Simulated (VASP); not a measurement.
# CaSe (I-4m2) in VASP: settings compared, part 2 of 2

VASP 6.6.1.

## Step 3: Single point, PBE (uniaxial z strain +4.7%)

INCAR

```
SYSTEM = CaSe
PREC = Accurate
ENCUT = 520
EDIFF = 1E-6
ISMEAR = -1
SIGMA = 0.02
LREAL = .FALSE.
LASPH = .TRUE.
NELM = 60
ALGO = Normal
ISIF = 2
LWAVE = .FALSE.
LCHARG = .TRUE.
GGA = PE
LELF = .TRUE.
LVHAR = .TRUE.
NBANDS = 15
```

KPOINTS

```
regular mesh
0
G
  6 6 6
  0 0 0
```

POSCAR

```
CaSe
1.0
    0.0000000000      3.2795613712      3.4340287118
    3.2795613712      0.0000000000      3.4340287118
    3.2795613712      3.2795613712      0.0000000000
Ca Se
1 1
Direct
    0.0000000000      0.0000000000      0.0000000000
    0.2500000000      0.2500000000      0.2500000000
```

Potentials or basis: VASP PAW PBE potentials, release 64 (Ca_sv, Se).

Run with:

```
$ cat potpaw_PBE.64/Ca_sv/POTCAR potpaw_PBE.64/Se/POTCAR > POTCAR
$ mpirun -np 1 vasp_std > vasp.out
```

OUTCAR:

```text
SYSTEM = CaSe
   PREC = Accurate
   ENCUT = 520
   EDIFF = 1E-6
   ISMEAR = -1
   LREAL = .FALSE.
   LASPH = .TRUE.
   NELM = 60
   ISIF = 2
   GGA = PE

 ion  position               nearest neighbor table
   1  0.000  0.000  0.000-   2 2.89   2 2.89   2 2.89   2 2.89
   2  0.250  0.250  0.250-   1 2.89   1 2.89   1 2.89   1 2.89

  LATTYP: Found a body centered tetragonal cell.
 ALAT       =     4.6380001698
 C/A-ratio  =     1.4808230212

  Lattice vectors:

 A1 = (  -3.2795613712,   0.0000000000,   3.4340287118)
 A2 = (   3.2795613712,   0.0000000000,   3.4340287118)
 A3 = (   0.0000000000,   3.2795613712,  -3.4340287118)

Analysis of symmetry for initial positions (statically):
=====================================================================
 Subroutine PRICEL returns:
 Original cell was already a primitive cell.

 Routine SETGRP: Setting up the symmetry group for a
 body centered tetragonal supercell.

 Subroutine GETGRP returns: Found  8 space group operations
 (whereof  8 operations were pure point group operations)
 out of a pool of 16 trial point group operations.

[... 175 lines left out ...]
      6      -0.5933      2.00000
      7      -0.5284      2.00000
      8      -0.5284      2.00000
      9       2.5825      0.00000
     10       4.6814      0.00000
     11       4.8918      0.00000
     12       6.5259      0.00000
     13       6.7200      0.00000
     14       6.7200      0.00000
[... 401 lines left out ...]
      2     -20.7806      2.00000
      3     -20.7598      2.00000
      4     -20.7429      2.00000
      5     -10.4678      2.00000
      6      -1.4984      2.00000
      7      -0.7337      2.00000
      8      -0.5496      2.00000
      9       3.3112      0.00000
     10       4.4977      0.00000
     11       5.1940      0.00000
     12       5.6933      0.00000
     13       5.8312      0.00000
     14       6.9300      0.00000
     15       8.2460      0.00000

 [... further k-points ...]

------------------------ aborting loop because EDIFF is reached ----------------------------------------

  FORCE on cell =-STRESS in cart. coord.  units (eV):
  Direction    XX          YY          ZZ          XY          YZ          ZX
  --------------------------------------------------------------------------------------
  -------------------------------------------------------------------------------------
  Total       -0.3760546     -0.3760546     -0.5590912      0.0000000      0.0000000      0.0000000
  in kB       -8.1563537     -8.1563537    -12.1262855      0.0000000      0.0000000      0.0000000
  external PRESSURE =      -9.4796643 kB  Pullay stress =       0.0000000 kB

 VOLUME and BASIS-vectors are now :
 -----------------------------------------------------------------------------
  energy-cutoff  :      520.00
  volume of cell :       73.87
      direct lattice vectors                 reciprocal lattice vectors
     0.000000000  3.279561371  3.434028712    -0.152459413  0.152459413  0.145601578
     3.279561371  0.000000000  3.434028712     0.152459413 -0.152459413  0.145601578
     3.279561371  3.279561371  0.000000000     0.152459413  0.152459413 -0.145601578

 POSITION                                       TOTAL-FORCE (eV/Angst)
 -----------------------------------------------------------------------------------
      0.00000      0.00000      0.00000         0.000000      0.000000     -0.000000
      1.63978      1.63978      1.71701        -0.000000     -0.000000      0.000000
 -----------------------------------------------------------------------------------
    total drift:                                0.000000      0.000000      0.000000

  FREE ENERGIE OF THE ION-ELECTRON SYSTEM (eV)
  ---------------------------------------------------
  free  energy   TOTEN  =        -8.9613806697 eV

  energy  without entropy=       -8.9613806697  energy(sigma->0) =       -8.96138067
```

OSZICAR:

```text
N       E                     dE             d eps       ncg     rms          rms(c)
DAV:   1     0.108200063306E+03    0.10820E+03   -0.70833E+03   900   0.931E+02
DAV:   2    -0.368422562725E+01   -0.11188E+03   -0.10661E+03  1103   0.228E+02
DAV:   3    -0.908933804127E+01   -0.54051E+01   -0.53595E+01  1310   0.475E+01
DAV:   4    -0.939113339357E+01   -0.30180E+00   -0.30167E+00  1209   0.941E+00
DAV:   5    -0.939471137691E+01   -0.35780E-02   -0.35778E-02  1302   0.107E+00    0.441E+00
DAV:   6    -0.898521539489E+01    0.40950E+00   -0.55572E-01  1054   0.319E+00    0.252E+00
DAV:   7    -0.894643585651E+01    0.38780E-01   -0.22334E-01  1243   0.240E+00    0.104E+00
DAV:   8    -0.896003099051E+01   -0.13595E-01   -0.31250E-02  1013   0.131E+00    0.218E-01
DAV:   9    -0.896015152480E+01   -0.12053E-03   -0.26470E-03  1180   0.408E-01    0.116E-01
DAV:  10    -0.896121595366E+01   -0.10644E-02   -0.94722E-04  1005   0.168E-01    0.268E-02
DAV:  11    -0.896137289163E+01   -0.15694E-03   -0.26425E-04  1166   0.907E-02    0.115E-02
DAV:  12    -0.896137649681E+01   -0.36052E-05   -0.12881E-05  1105   0.184E-02    0.372E-03
DAV:  13    -0.896138074381E+01   -0.42470E-05   -0.70151E-06  1152   0.123E-02    0.340E-03
DAV:  14    -0.896138066970E+01    0.74114E-07   -0.13186E-07   912   0.219E-03
   1 F= -.89613807E+01 E0= -.89613807E+01  d E =-.270213E-12
```

stdout:

```text
POSCAR found type information on POSCAR CaSe
 POSCAR found :  2 types and       2 ions
 scaLAPACK will be used
 LDA part: xc-table for (Slater+PW92), standard interpolation
 POSCAR, INCAR and KPOINTS ok, starting setup
 FFT: planning ... GRIDC
 FFT: planning ... GRID_SOFT
 FFT: planning ... GRID
 WAVECAR not read
 entering main loop
```

It took 31 s on 1 thread of Intel Xeon Platinum 8488C (Sapphire Rapids), shared host; peak memory 0.21 GiB.

What came out:

| Property | Result |
| --- | --- |
| Free energy | -8.9614 eV |
| Pressure | -0.9 GPa |
| Band gap on the k mesh | 2.99 eV, indirect (least direct gap 3.11 eV) |

Levels at points of the mesh, in eV from the valence-band top:
| k point | band 5 | band 6 | band 7 | band 8 | band 9 | band 10 | band 11 | band 12 |
| --- | --- | --- | --- | --- | --- | --- | --- | --- |
| (0.00, 0.00, 0.00) | -10.34 | -0.18 | -0.12 | -0.12 | 2.99 | 5.09 | 5.30 | 6.93 |
| (0.50, 0.00, 0.00) | -10.12 | -1.23 | -0.14 | -0.01 | 4.90 | 5.26 | 5.32 | 5.58 |
| (0.50, 0.50, 0.00) | -10.05 | -1.31 | -0.03 | -0.03 | 3.43 | 4.80 | 5.85 | 5.85 |
| (0.50, 0.00, 0.50) | -10.04 | -1.22 | -0.16 | -0.14 | 3.49 | 4.79 | 5.87 | 5.90 |

Caveat: the cell differs from its parent crystal (uniaxial z strain +4.7%).

## Step 4: Single point, r2SCAN (uniaxial z strain +4.7%)

POSCAR is that of step 3.

INCAR.step1

```
SYSTEM = CaSe
PREC = Accurate
ENCUT = 520
ISMEAR = 0
SIGMA = 0.01
LREAL = .FALSE.
LASPH = .TRUE.
NELM = 60
NBANDS = 15
GGA = PE
ALGO = Normal
EDIFF = 1E-4
LWAVE = .TRUE.
LCHARG = .FALSE.
```

INCAR.step2

```
SYSTEM = CaSe
PREC = Accurate
ENCUT = 520
EDIFF = 1E-6
ISMEAR = 0
SIGMA = 0.01
LREAL = .FALSE.
LASPH = .TRUE.
NELM = 60
ALGO = Normal
ISIF = 2
LWAVE = .FALSE.
LCHARG = .FALSE.
METAGGA = R2SCAN
LMIXTAU = .TRUE.
NBANDS = 15
ISTART = 1
```

KPOINTS is that of step 3.

Run with:

```
$ cat potpaw_PBE.64/Ca_sv/POTCAR potpaw_PBE.64/Se/POTCAR > POTCAR
$ cp INCAR.step1 INCAR
$ mpirun -np 1 vasp_std > vasp.out
$ cp INCAR.step2 INCAR
$ mpirun -np 1 vasp_std > vasp.out
```

It took 78 s on 1 thread of Intel Xeon Platinum 8488C (Sapphire Rapids), shared host; peak memory 0.23 GiB.

The run converged. Its results:

```
Free energy            : -25.3454 eV
Pressure               : -1.4 GPa
Band gap on the k mesh : 3.46 eV, indirect (least direct gap 3.58 eV)
```

Stress tensor (GPa, compression positive):
```
-1.23  0.00  0.00
 0.00 -1.23  0.00
 0.00  0.00 -1.65
```

Levels at points of the mesh, in eV from the valence-band top:
| k point | band 4 | band 5 | band 6 | band 7 | band 8 | band 9 | band 10 | band 11 | band 12 | band 13 |
| --- | --- | --- | --- | --- | --- | --- | --- | --- | --- | --- |
| (0.00, 0.00, 0.00) | -20.98 | -10.73 | -0.18 | -0.12 | -0.12 | 3.46 | 5.65 | 5.87 | 7.52 | 7.72 |
| (0.50, 0.00, 0.00) | -20.99 | -10.49 | -1.24 | -0.15 | -0.01 | 5.42 | 5.81 | 5.89 | 6.14 | 6.69 |
| (0.50, 0.50, 0.00) | -21.01 | -10.43 | -1.31 | -0.04 | -0.04 | 3.78 | 5.37 | 6.44 | 6.44 | 6.53 |
| (0.50, 0.00, 0.50) | -20.99 | -10.41 | -1.22 | -0.18 | -0.16 | 3.84 | 5.35 | 6.45 | 6.50 | 6.54 |

Caveat: the cell differs from its parent crystal (uniaxial z strain +4.7%); the PAW data sets were made with another functional, which shifts forces and pressure a little. A k mesh can miss the band edges.

## Step 5: Single point, HSE06 (uniaxial z strain +4.7%)

POSCAR is that of step 4.

INCAR.step1

```
ALGO     = Normal         # electronic algorithm
EDIFF    = 1E-5           # SCF threshold, eV
ENCUT    = 520            # plane-wave cutoff, eV
GGA      = PE             # functional
ISIF     = 2              # what is computed and relaxed
ISMEAR   = 0              # smearing method
LASPH    = True           # aspherical terms in the spheres
LREAL    = False          # projectors in reciprocal space
LWAVE    = True           # write WAVECAR
NBANDS   = 15             # bands
NELM     = 100            # most SCF steps
PREC     = Accurate       # precision mode
SIGMA    = 0.01           # smearing width, eV
```

INCAR.step2

```
ALGO     = Normal         # electronic algorithm
EDIFF    = 1E-6           # SCF threshold, eV
ENCUT    = 520            # plane-wave cutoff, eV
GGA      = PE             # functional
HFSCREEN = 0.2079         # screening, 1/A
ISIF     = 2              # what is computed and relaxed
ISMEAR   = 0              # smearing method
ISTART   = 1            
LASPH    = True           # aspherical terms in the spheres
LCHARG   = True           # write CHGCAR
LELF     = True           # ELF
LHFCALC  = True           # exact exchange
LREAL    = False          # projectors in reciprocal space
LVHAR    = True         
LWAVE    = False          # write WAVECAR
NBANDS   = 15             # bands
NELM     = 100            # most SCF steps
PREC     = Accurate       # precision mode
PRECFOCK = Normal       
SIGMA    = 0.01           # smearing width, eV
```

KPOINTS

```
k-points
0
Gamma
  4 4 4
```

Run with:

```
$ cat potpaw_PBE.64/Ca_sv/POTCAR potpaw_PBE.64/Se/POTCAR > POTCAR
$ cp INCAR.step1 INCAR
$ mpirun -np 1 vasp_std > vasp.out
$ cp INCAR.step2 INCAR
$ mpirun -np 1 vasp_std > vasp.out
```

Run time: 9.9 min. Hardware: 1 thread of Intel Xeon Platinum 8488C (Sapphire Rapids), shared host; peak memory 0.32 GiB.

The run converged. Its results:

- Free energy: -10.1199 eV
- Pressure: -1.2 GPa
- Band gap on the k mesh: 3.86 eV, indirect (least direct gap 3.97 eV)

Stress tensor (GPa, compression positive):
```
-1.08  0.00  0.00
 0.00 -1.08  0.00
 0.00  0.00 -1.52
```

Levels at points of the mesh, in eV from the valence-band top:
```tsv
k point	band 4	band 5	band 6	band 7	band 8	band 9	band 10	band 11	band 12	band 13
(0.00, 0.00, 0.00)	-21.87	-11.32	-0.18	-0.11	-0.11	3.86	6.52	6.78	8.48	8.70
(0.50, 0.00, 0.00)	-21.87	-11.06	-1.36	-0.16	-0.01	6.01	6.54	6.73	6.79	7.61
(0.50, 0.50, 0.00)	-21.89	-10.98	-1.43	-0.07	-0.07	4.38	6.00	7.39	7.39	7.55
(0.50, 0.00, 0.50)	-21.88	-10.97	-1.33	-0.21	-0.19	4.44	5.97	7.39	7.47	7.55
```

Caveat: the cell differs from its parent crystal (uniaxial z strain +4.7%); the PAW data sets were made with another functional, which shifts forces and pressure a little.

## Step 6: The runs side by side

```csv
level,cell,k mesh,smearing,grid for exact exchange (PRECFOCK),screening parameter,gap on the mesh (eV),pressure (GPa)
PBE,"a = 4.528, b = 4.528, c = 4.414 Å, angles 60.8, 60.8, 58.4°, 2 atoms",6 × 6 × 6,fermi-dirac 0.02 eV,-,-,3.39,4.7
PBE,"a = 4.748, b = 4.748, c = 4.638 Å, angles 60.8, 60.8, 58.5°, 2 atoms",6 × 6 × 6,fermi-dirac 0.02 eV,-,-,2.99,-0.9
r2SCAN,"a = 4.748, b = 4.748, c = 4.638 Å, angles 60.8, 60.8, 58.5°, 2 atoms",6 × 6 × 6,gaussian 0.01 eV,-,-,3.46,-1.4
HSE06,"a = 4.748, b = 4.748, c = 4.638 Å, angles 60.8, 60.8, 58.5°, 2 atoms",4 × 4 × 4,gaussian 0.01 eV,Normal,0.2079 1/Å,3.86,-1.2
```

Alike in all rows: task single point; potentials or basis VASP PAW PBE potentials, release 64 (Ca_sv, Se); no spin polarisation; cutoff (eV) 520.

Caveats: the PAW data sets were made with another functional, which shifts forces and pressure a little (some runs).

Absolute energies hang on the potentials; compare differences alone.
